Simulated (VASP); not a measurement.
# Hf3O8 in VASP: a series of runs

Hf3O8 is run at these levels: r2SCAN; tasks: single point.

Everything below comes from runs of VASP 6.6.1. Logs are shortened: lines on timing, memory, paths and dates and some standing lists are left out, and cuts for length are marked.

### 1 The cell of the first run

The cell holds a slab with vacuum, 11 atoms: a = 3.577 Å, b = 3.577 Å, c = 25.221 Å, α = 90.00°, β = 90.00°, γ = 120.00°.

### 2 Single point, r2SCAN

Contents of POSCAR:

```
Hf3O8
1.0
    3.5767737680      0.0000000000      0.0000000000
   -1.7883868840      3.0975769467      0.0000000000
    0.0000000000      0.0000000000     25.2214824332
O Hf
8 3
Direct
    0.6666666667      0.3333333333      0.2973655502
    0.0000000000      0.0000000000      0.3552611073
    0.3333333333      0.6666666667      0.4131566644
    0.6666666667      0.3333333333      0.4710522215
    0.0000000000      0.0000000000      0.5289477785
    0.3333333333      0.6666666667      0.5868433356
    0.6666666667      0.3333333333      0.6447388927
    0.0000000000      0.0000000000      0.7026344498
    0.6666666667      0.3333333333      0.3842088858
    0.3333333333      0.6666666667      0.5000000000
    0.0000000000      0.0000000000      0.6157911142
```

Contents of INCAR.step1:

```
SYSTEM = Hf3O8
  PREC = Accurate
  ENCUT = 520
  ISMEAR = 0
  SIGMA = 0.05
  LREAL = .FALSE.
  LASPH = .TRUE.
  NELM = 60
  LDIPOL = .TRUE.
  IDIPOL = 3
  DIPOL = 0.5 0.5 0.500
  NBANDS = 50
  GGA = PE
  ALGO = Normal
  EDIFF = 1E-4
  LWAVE = .TRUE.
  LCHARG = .FALSE.
```

Contents of INCAR.step2:

```
SYSTEM = Hf3O8
  PREC = Accurate
  ENCUT = 520
  EDIFF = 1E-7
  ISMEAR = 0
  SIGMA = 0.05
  LREAL = .FALSE.
  LASPH = .TRUE.
  NELM = 60
  ALGO = Normal
  ISIF = 2
  LWAVE = .FALSE.
  LCHARG = .FALSE.
  LDIPOL = .TRUE.
  IDIPOL = 3
  DIPOL = 0.5 0.5 0.500
  METAGGA = R2SCAN
  LMIXTAU = .TRUE.
  NBANDS = 50
  ISTART = 1
```

Contents of KPOINTS:

```
regular mesh
0
G
  9 9 1
  0 0 0
```

Potentials or basis: VASP PAW PBE potentials, release 64 (O, Hf_pv).

Launch:

```sh
> cat potpaw_PBE.64/O/POTCAR potpaw_PBE.64/Hf_pv/POTCAR > POTCAR
> cp INCAR.step1 INCAR
> mpirun -np 1 vasp_std > vasp.out
> cp INCAR.step2 INCAR
> mpirun -np 1 vasp_std > vasp.out
```

OUTCAR:

```text
SYSTEM = Hf3O8
   PREC = Accurate
   ENCUT = 520
   EDIFF = 1E-7
   ISMEAR = 0
   LREAL = .FALSE.
   LASPH = .TRUE.
   NELM = 60
   ISIF = 2
   METAGGA = R2SCAN
   ISTART = 1

 ion  position               nearest neighbor table
   1  0.667  0.333  0.297-   9 2.19
   2  0.000  0.000  0.355-   9 2.19   9 2.19   9 2.19
   3  0.333  0.667  0.413-  10 2.19   9 2.19   9 2.19   9 2.19
   4  0.667  0.333  0.471-  10 2.19  10 2.19  10 2.19   9 2.19
   5  0.000  0.000  0.529-  10 2.19  10 2.19  10 2.19  11 2.19
   6  0.333  0.667  0.587-  10 2.19  11 2.19  11 2.19  11 2.19
   7  0.667  0.333  0.645-  11 2.19  11 2.19  11 2.19
   8  0.000  0.000  0.703-  11 2.19
   9  0.667  0.333  0.384-   1 2.19   2 2.19   2 2.19   2 2.19   3 2.19   3 2.19   3 2.19   4 2.19
                            10 3.58  10 3.58  10 3.58
  10  0.333  0.667  0.500-   3 2.19   6 2.19   5 2.19   4 2.19   4 2.19   5 2.19   5 2.19   4 2.19
                            11 3.58   9 3.58   9 3.58  11 3.58  11 3.58   9 3.58
  11  0.000  0.000  0.616-   8 2.19   7 2.19   7 2.19   7 2.19   6 2.19   6 2.19   6 2.19   5 2.19
                            10 3.58  10 3.58  10 3.58

  LATTYP: Found a hexagonal cell.
 ALAT       =     3.5767737680
 C/A-ratio  =     7.0514614759

  Lattice vectors:

 A1 = (   3.5767737680,   0.0000000000,   0.0000000000)
 A2 = (  -1.7883868840,   3.0975769467,   0.0000000000)
 A3 = (   0.0000000000,   0.0000000000,  25.2214824332)

Analysis of symmetry for initial positions (statically):
=====================================================================
 Subroutine PRICEL returns:
 Original cell was already a primitive cell.

 Routine SETGRP: Setting up the symmetry group for a
 hexagonal supercell.

 Subroutine GETGRP returns: Found 12 space group operations
 (whereof  6 operations were pure point group operations)
 out of a pool of 24 trial point group operations.

The static configuration has the point symmetry C_3v.
 The point group associated with its full space group is D_3d.

Analysis of symmetry for dynamics (positions and initial velocities):
=====================================================================
 Subroutine PRICEL returns:
 Original cell was already a primitive cell.

 Routine SETGRP: Setting up the symmetry group for a
 hexagonal supercell.

 Subroutine GETGRP returns: Found 12 space group operations
 (whereof  6 operations were pure point group operations)
 out of a pool of 24 trial point group operations.

The dynamic configuration has the point symmetry C_3v.
 The point group associated with its full space group is D_3d.

[... 120 lines left out ...]
   IALGO  =     38    algorithm
   IMIX   =      4    mixing-type and parameters
     AMIX     =   0.40;   BMIX     =  1.00
     AMIX_MAG =   1.60;   BMIX_MAG =  1.00
  volume/ion in A,a.u.               =      25.40       171.43
  Fermi-wavevector in a.u.,A,eV,Ry     =   1.069904  2.021826 15.574527  1.144695
  Thomas-Fermi vector in A             =   2.205598
   LORBIT       =      0    0 simple, 1 ext, 2 COOP (PROOUT), +10 PAW based schemes
   METAGGA = R2SCAN    functional components
   LHFCALC =     F    Hartree Fock is set to
   AEXX    =    0.0000 exact exchange contribution
   IVDW    =     0    specifies the selected vdW correction
   LEPSILON=     F    determine dielectric tensor
   LRPA    =     F    only Hartree local field effects (RPA)
 non-spin polarized calculation
 Gauss-broadening in eV      SIGMA  =   0.05
  energy-cutoff  :      520.00
  volume of cell :      279.44
 maximum number of plane-waves:      7583
 NGX is ok and might be reduce to    28
   NGX = 13   NGY = 13   NGZ = 93

 number of electron      78.0000002 magnetization

 dipolmoment           0.000000      0.000000      0.000002 electrons x Angstroem

 Free energy of the ion-electron system (eV)
  ---------------------------------------------------
  ext. energy  EPLUGINS =         0.00000000
  ---------------------------------------------------
  free energy    TOTEN  =      -209.10529315 eV

  energy without entropy =     -209.08077088  energy(sigma->0) =     -209.09303201

 E-fermi :  -4.2891     XC(G=0):  -5.6737

 val. band max:       -4.2932280135   @ k =   0.4444  -0.0000   0.0000
 cond. band min:      -4.2561290565   @ k =   0.1111   0.1111   0.0000
 fundamental gap:      0.0370989569
 Fermi energy:        -4.2891007208

 k-point     1 :       0.0000    0.0000    0.0000
  band No.  band energies     occupation
      1     -35.6456      2.00000
      2     -35.3889      2.00000
      3     -35.3889      2.00000
      4     -35.0555      2.00000
      5     -35.0031      2.00000
      6     -34.9392      2.00000
[... 625 lines left out ...]
     49       3.2116      0.00000
     50       3.2186      0.00000

------------------------ aborting loop because EDIFF is reached ----------------------------------------

 vacuum level on the upper side and lower side of the slab       (xc-potential included)         0.009         0.008

  FORCE on cell =-STRESS in cart. coord.  units (eV):
  Direction    XX          YY          ZZ          XY          YZ          ZX
  --------------------------------------------------------------------------------------
  -------------------------------------------------------------------------------------
  Total       -4.6031063     -4.6031063     -8.6431381     -0.0000000      0.0000000     -0.0000000
  in kB      -26.3923099    -26.3923099    -49.5561831     -0.0000000      0.0000000     -0.0000000
  external PRESSURE =     -34.1136010 kB  Pullay stress =       0.0000000 kB

 VOLUME and BASIS-vectors are now :
 -----------------------------------------------------------------------------
  energy-cutoff  :      520.00
  volume of cell :      279.44
      direct lattice vectors                 reciprocal lattice vectors
     3.576773768  0.000000000  0.000000000     0.279581563  0.161416491  0.000000000
    -1.788386884  3.097576947  0.000000000     0.000000000  0.322832981  0.000000000
     0.000000000  0.000000000 25.221482433     0.000000000  0.000000000  0.039648740

 POSITION                                       TOTAL-FORCE (eV/Angst)
 -----------------------------------------------------------------------------------
      1.78839      1.03253      7.50000        -0.000000      0.000000      1.692278
      0.00000      0.00000      8.96021        -0.000000      0.000000      0.900665
     -0.00000      2.06505     10.42042         0.000000     -0.000000      0.256355
      1.78839      1.03253     11.88064        -0.000000     -0.000000      0.256489
      0.00000      0.00000     13.34085         0.000000      0.000000     -0.256489
     -0.00000      2.06505     14.80106        -0.000000      0.000000     -0.256355
      1.78839      1.03253     16.26127         0.000000     -0.000000     -0.900665
      0.00000      0.00000     17.72148         0.000000      0.000000     -1.692278
      1.78839      1.03253      9.69032         0.000000     -0.000000     -2.900680
     -0.00000      2.06505     12.61074         0.000000      0.000000     -0.000000
      0.00000      0.00000     15.53116        -0.000000      0.000000      2.900680
 -----------------------------------------------------------------------------------
    total drift:                                0.000000     -0.000000      0.000198

  FREE ENERGIE OF THE ION-ELECTRON SYSTEM (eV)
  ---------------------------------------------------
  free  energy   TOTEN  =      -209.1052931493 eV

  energy  without entropy=     -209.0807708772  energy(sigma->0) =     -209.09303201

 vacuum level on the upper side and lower side of the slab         5.466         5.466
```

OSZICAR.step1:

```text
N       E                     dE             d eps       ncg     rms          rms(c)
DAV:   1     0.627489905860E+03    0.62749E+03   -0.41326E+04  1344   0.139E+03
[... 13 lines left out ...]
DAV:  15    -0.934997191672E+02   -0.25690E-01   -0.57030E-02  1406   0.132E+00    0.334E+00
DAV:  16    -0.934449774121E+02    0.54742E-01   -0.86550E-02  1416   0.131E+00    0.180E+00
DAV:  17    -0.934125232562E+02    0.32454E-01   -0.81765E-02  1432   0.139E+00    0.730E-01
DAV:  18    -0.934107258519E+02    0.17974E-02   -0.13402E-02  1576   0.544E-01    0.579E-01
DAV:  19    -0.934080896898E+02    0.26362E-02   -0.44551E-03  1662   0.457E-01    0.403E-01
DAV:  20    -0.934076819441E+02    0.40775E-03   -0.60701E-03  1440   0.416E-01    0.226E-01
DAV:  21    -0.934076879396E+02   -0.59955E-05   -0.97897E-04  1374   0.147E-01
   1 F= -.93407688E+02 E0= -.93394622E+02  d E =-.261312E-01
```

Wall time 25 min (1 thread of Intel Xeon 6975P-C, shared host); peak memory 0.49 GiB.

What came out:

```
Free energy            : -209.1053 eV
Largest force          : 2.901 eV/Å
Band gap on the k mesh : zero (band 39 reaches -4.29 eV, above the bottom of band 40 at -4.40 eV)
```

Forces in eV/Å, atoms in the order of the input:
```
O    0.000  0.000  1.692
O    0.000  0.000  0.901
O    0.000  0.000  0.256
O    0.000  0.000  0.256
O    0.000  0.000 -0.256
O    0.000  0.000 -0.256
O    0.000  0.000 -0.901
O    0.000  0.000 -1.692
Hf   0.000  0.000 -2.901
Hf   0.000  0.000  0.000
Hf   0.000  0.000  2.901
```

Caveat: the PAW data sets were made with another functional, which shifts forces and pressure a little; spin-orbit coupling is left out, which moves the levels of the heavy elements.

### 3 Single point, r2SCAN

Contents of POSCAR:

```
Hf3O8
1.0
    3.5767737680      0.0000000000      0.0000000000
   -1.7883868840      3.0975769467      0.0000000000
    0.0000000000      0.0000000000     25.2214824332
O Hf
8 3
Direct
    0.6666666667      0.3333333333      0.3009082368
    0.0000000000      0.0000000000      0.3581883711
    0.3333333333      0.6666666667      0.4129883276
    0.6666666667      0.3333333333      0.4717850869
    0.0000000000      0.0000000000      0.5282150079
    0.3333333333      0.6666666667      0.5870116583
    0.6666666667      0.3333333333      0.6418115813
    0.0000000000      0.0000000000      0.6990917440
    0.6666666667      0.3333333333      0.3789576446
    0.3333333333      0.6666666667      0.5000000000
    0.0000000000      0.0000000000      0.6210423414
```

Contents of INCAR.step1:

```
PREC     = Accurate       # precision mode
ENCUT    = 520            # plane-wave cutoff, eV
ISMEAR   = 0              # smearing method
SIGMA    = 0.05           # smearing width, eV
LREAL    = F              # projectors in reciprocal space
LASPH    = T              # aspherical terms in the spheres
NELM     = 60             # most SCF steps
LDIPOL   = T            
IDIPOL   = 3            
DIPOL    = 0.5 0.5 0.500
NBANDS   = 50             # bands
GGA      = PE             # functional
ALGO     = Normal         # electronic algorithm
EDIFF    = 1E-4           # SCF threshold, eV
LWAVE    = T              # write WAVECAR
LCHARG   = F              # write CHGCAR
```

Contents of INCAR.step2:

```
PREC     = Accurate       # precision mode
ENCUT    = 520            # plane-wave cutoff, eV
EDIFF    = 1E-6           # SCF threshold, eV
ISMEAR   = 0              # smearing method
SIGMA    = 0.05           # smearing width, eV
LREAL    = F              # projectors in reciprocal space
LASPH    = T              # aspherical terms in the spheres
NELM     = 60             # most SCF steps
ALGO     = Normal         # electronic algorithm
ISIF     = 2              # what is computed and relaxed
LWAVE    = F              # write WAVECAR
LCHARG   = F              # write CHGCAR
LDIPOL   = T            
IDIPOL   = 3            
DIPOL    = 0.5 0.5 0.500
METAGGA  = R2SCAN         # meta-GGA
LMIXTAU  = T            
NBANDS   = 50             # bands
ISTART   = 1
```

Contents of KPOINTS:

```
Automatic mesh
0
Gamma
  9 9 1
```

Potentials or basis: VASP PAW PBE potentials, release 64 (O, Hf_pv).

Launch:

```sh
> cat potpaw_PBE.64/O/POTCAR potpaw_PBE.64/Hf_pv/POTCAR > POTCAR
> cp INCAR.step1 INCAR
> mpirun -np 1 vasp_std > vasp.out
> cp INCAR.step2 INCAR
> mpirun -np 1 vasp_std > vasp.out
```

Run time: 25 min. Hardware: 1 thread of Intel Xeon 6975P-C, shared host; peak memory 0.49 GiB.

Results (log left out):

* Free energy: -209.7500 eV
* Largest force: 0.095 eV/Å
* Band gap on the k mesh: zero (band 39 reaches -4.66 eV, above the bottom of band 40 at -4.79 eV)

Forces in eV/Å, atoms in the order of the input:
```
O    0.000  0.000  0.095
O    0.000  0.000  0.082
O    0.000  0.000 -0.026
O    0.000  0.000  0.016
O    0.000  0.000 -0.016
O    0.000  0.000  0.026
O    0.000  0.000 -0.082
O    0.000  0.000 -0.095
Hf   0.000  0.000  0.046
Hf   0.000  0.000  0.000
Hf   0.000  0.000 -0.046
```

Levels at points of the mesh, in eV from the Fermi level:
```
           k point  band 35  band 36  band 37  band 38  band 39  band 40  band 41  band 42  band 43  band 44
(0.00, 0.00, 0.00)    -0.61    -0.61    -0.31    -0.30    -0.30    -0.15    -0.15     5.39     5.39     6.10
```

Caveat: the PAW data sets were made with another functional, which shifts forces and pressure a little; spin-orbit coupling is left out, which moves the levels of the heavy elements.
